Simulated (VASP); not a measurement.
Input of a VASP 6.6.1 run:

File INCAR:

```
SYSTEM = CdTe
PREC = Accurate
ENCUT = 520
EDIFF = 1E-6
ISMEAR = 0
SIGMA = 0.05
LREAL = .FALSE.
LASPH = .TRUE.
NELM = 100
ALGO = Normal
ISIF = 2
LWAVE = .FALSE.
LCHARG = .TRUE.
GGA = PE
LELF = .TRUE.
LVHAR = .TRUE.
NBANDS = 16
```

KPOINTS

```
regular mesh
0
G
  10 10 10
  0 0 0
```

Contents of POSCAR:

```
CdTe
1.0
    0.0000000000      3.0316183487      3.9411038533
    3.0316183487      0.0000000000      3.9411038533
    3.0316183487      3.0316183487      0.0000000000
Cd Te
1 1
Direct
    0.0000000000      0.0000000000      0.0000000000
    0.7500000000      0.7500000000      0.7500000000
```

Potentials or basis: VASP PAW PBE potentials, release 64 (Cd, Te).

Launch:

```sh
$ cat potpaw_PBE.64/Cd/POTCAR potpaw_PBE.64/Te/POTCAR > POTCAR
$ mpirun -np 1 vasp_std > vasp.out
```

(1) Estimate the band gap on the k mesh.

(2) What does it give for the pressure?

## Answers

(1) zero (filled and empty bands touch).

(2) -0.6 GPa.

Caveat: the stress differs along the axes, from -5 to 2 GPa; semilocal functionals underestimate gaps, and a narrow one can read as zero; spin-orbit coupling is left out, which moves the levels of the heavy elements.
